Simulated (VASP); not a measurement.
# LiBr (Fm-3m) in VASP: notebook, part 3 of 3

VASP 6.6.1. The steps go on from the part before.

## 5. Relaxation of cell and atoms, PBEsol, target pressure 4 GPa, at which the enthalpy is minimised

This run uses another cell than the first one, of 19.82 Å³/atom, 0.920 times its volume.

INCAR reads:

```
PREC = Accurate ; ENCUT = 750
EDIFF = 1E-7 ; ISMEAR = 0
SIGMA = 0.01 ; LREAL = F
LASPH = T ; NELM = 120
ALGO = Normal ; ISIF = 3
LWAVE = F ; LCHARG = F
GGA = PS ; IBRION = 2
NSW = 100 ; EDIFFG = -0.002
PSTRESS = 40.0 ; GGA_COMPAT = F
NELMIN = 4
```

KPOINTS reads:

```
regular mesh
0
Gamma
  8 8 8
```

POSCAR reads:

```
LiBr
1.0
    2.7061252976      2.7061252976      0.0000000000
   -2.7061252976      2.7061252976      0.0000000000
    0.0000000000      2.7061252976      2.7061252976
Li Br
1 1
Direct
    0.0000000000      0.0000000000      0.0000000000
    0.5000000000      0.5000000000      0.0000000000
```

Potentials or basis: VASP PAW PBE potentials, release 64 (Li_sv, Br).

Launch:

```
$ cat potpaw_PBE.64/Li_sv/POTCAR potpaw_PBE.64/Br/POTCAR > POTCAR
$ mpirun -np 1 vasp_std > vasp.out
```

OUTCAR:

```text
PREC = Accurate
   ENCUT = 750
   EDIFF = 1E-7
   ISMEAR = 0
   LREAL = F
   LASPH = T
   NELM = 120
   ISIF = 3
   GGA = PS
   IBRION = 2
   NSW = 100
   EDIFFG = -0.002
   PSTRESS = 40.0
   NELMIN = 4

 ion  position               nearest neighbor table
   1  0.000  0.000  0.000-
   2  0.500  0.500  0.000-

  LATTYP: Found a face centered cubic cell.
 ALAT       =     5.4122505952

  Lattice vectors:

 A1 = (   0.0000000000,   2.7061252976,   2.7061252976)
 A2 = (   2.7061252976,   0.0000000000,   2.7061252976)
 A3 = (   2.7061252976,   2.7061252976,   0.0000000000)

Analysis of symmetry for initial positions (statically):
=====================================================================
 Subroutine PRICEL returns:
 Original cell was already a primitive cell.

 Routine SETGRP: Setting up the symmetry group for a
 face centered cubic supercell.

 Subroutine GETGRP returns: Found 48 space group operations
 (whereof 48 operations were pure point group operations)
 out of a pool of 48 trial point group operations.

The static configuration has the point symmetry O_h .

Analysis of symmetry for dynamics (positions and initial velocities):
[... 166 lines left out ...]
  Direction    XX          YY          ZZ          XY          YZ          ZX
  --------------------------------------------------------------------------------------
  -------------------------------------------------------------------------------------
  Total       -0.0124810     -0.0124810     -0.0124810     -0.0000000      0.0000000      0.0000000
  in kB       -0.5045272     -0.5045272     -0.5045272     -0.0000000      0.0000000      0.0000000
  external PRESSURE =     -40.5045272 kB  Pullay stress =      40.0000000 kB
[... 25 lines left out ...]
--------------------------------------- Ionic step        2  -------------------------------------------

 number of electron       9.9999999 magnetization

 E-fermi :   1.2584     XC(G=0):  -9.1043

 val. band max:        1.1559654483   @ k =   0.0000   0.0000   0.0000
 cond. band min:       6.5026807437   @ k =   0.0000   0.0000   0.0000
 fundamental gap:      5.3467152954
 Fermi energy:         1.2583563120

 k-point     1 :       0.0000    0.0000    0.0000
  band No.  band energies     occupation
      1     -42.3708      2.00000
      2     -12.7669      2.00000
      3       1.1560      2.00000
      4       1.1560      2.00000
      5       1.1560      2.00000
      6       6.5027      0.00000
      7      11.6214      0.00000
      8      11.6214      0.00000
      9      11.6214      0.00000
[... 351 lines left out ...]
--------------------------------------- Ionic step        4  -------------------------------------------

 number of electron       9.9999998 magnetization

 Free energy of the ion-electron system (eV)
  ---------------------------------------------------
  ext. energy  EPLUGINS =         0.00000000
  ---------------------------------------------------
  free energy    TOTEN  =        -6.88927309 eV

  energy without entropy =       -6.88927309  energy(sigma->0) =       -6.88927309

 E-fermi :   1.5538     XC(G=0):  -9.2623

 val. band max:        1.4589455502   @ k =   0.0000   0.0000   0.0000
 cond. band min:       6.9777162905   @ k =   0.5000   0.0000   0.0000
 fundamental gap:      5.5187707403
 Fermi energy:         1.5538252849

 k-point     1 :       0.0000    0.0000    0.0000
  band No.  band energies     occupation
      1     -42.0433      2.00000
      2     -12.6224      2.00000
      3       1.4589      2.00000
      4       1.4589      2.00000
      5       1.4589      2.00000
      6       7.0044      0.00000
      7      11.9398      0.00000
      8      11.9398      0.00000
      9      11.9398      0.00000
[... 309 lines left out ...]
  energy  without entropy=       -6.8892730924  energy(sigma->0) =       -6.88927309

  enthalpy is  TOTEN    =        -6.0026930483 eV   P V=        0.8865800442

 reached required accuracy - stopping structural energy minimisation
```

Run time: 33 s. Hardware: 1 thread of AMD EPYC 9R45 (Zen 5), shared host; peak memory 0.18 GiB.

Results:

| Quantity | Value |
| --- | --- |
| Free energy | -6.8893 eV |
| Relaxed volume | 17.76 Å³/atom |
| Relaxed cell | a = 3.689 Å, b = 3.689 Å, c = 3.689 Å, α = 60.00°, β = 60.00°, γ = 90.00° |
| Space group after relaxing (to 0.05 Å) | Fm-3m (No. 225) |
| Energy change on relaxing (the enthalpy is what falls) | +23.0 meV/atom |
| Ionic steps | 4 |
| Pressure after relaxing | 4.0 GPa |
| Band gap on the k mesh | 5.52 eV, indirect (least direct gap 5.55 eV) |

Step by step:
```
step  energy change (eV)  largest force (eV/Å)  pressure (GPa)  volume (Å³)
   1              0.0000                0.0000           -0.05        39.63
   2              0.0196                0.0000            2.45        36.83
   3              0.0437                0.0000            3.89        35.60
   4              0.0460                0.0000            4.01        35.51
```

Final structure:
```
Li Br
1.0
     2.60883    2.60883    0.00000
    -2.60883    2.60883    0.00000
     0.00000    2.60883    2.60883
Li Br
1 1
Direct
  0.00000 0.00000 0.00000
  0.50000 0.50000 0.00000
```

Caveat: the cell is relaxed towards a set pressure, so the enthalpy falls and the energy may rise; the PAW data sets were made with another functional, which shifts forces and pressure a little. A k mesh can miss the band edges.

## 6. Summary

```csv
task,cell,gap on the mesh (eV),pressure (GPa)
single point,"a = 3.934 Å, angles 60.0, 60.0, 90.0°, 2 atoms",4.63,-2.0
relaxation of cell and atoms,"relaxed to -2 GPa from a = 3.827 Å, angles 60.0, 60.0, 90.0°, 2 atoms",4.64,-2.0
relaxation of cell and atoms,"relaxed to 2 GPa from a = 3.827 Å, angles 60.0, 60.0, 90.0°, 2 atoms",5.29,2.0
relaxation of cell and atoms,"relaxed to 4 GPa from a = 3.827 Å, angles 60.0, 60.0, 90.0°, 2 atoms",5.52,4.0
```

Alike in all rows: level PBEsol; potentials or basis VASP PAW PBE potentials, release 64 (Li_sv, Br); no spin polarisation; k mesh 8 × 8 × 8; cutoff (eV) 750; smearing gaussian 0.01 eV.

Caveats: the PAW data sets were made with another functional, which shifts forces and pressure a little; the cell is relaxed towards a set pressure, so the enthalpy falls and the energy may rise (some runs).

Absolute energies hang on the potentials; compare differences alone.
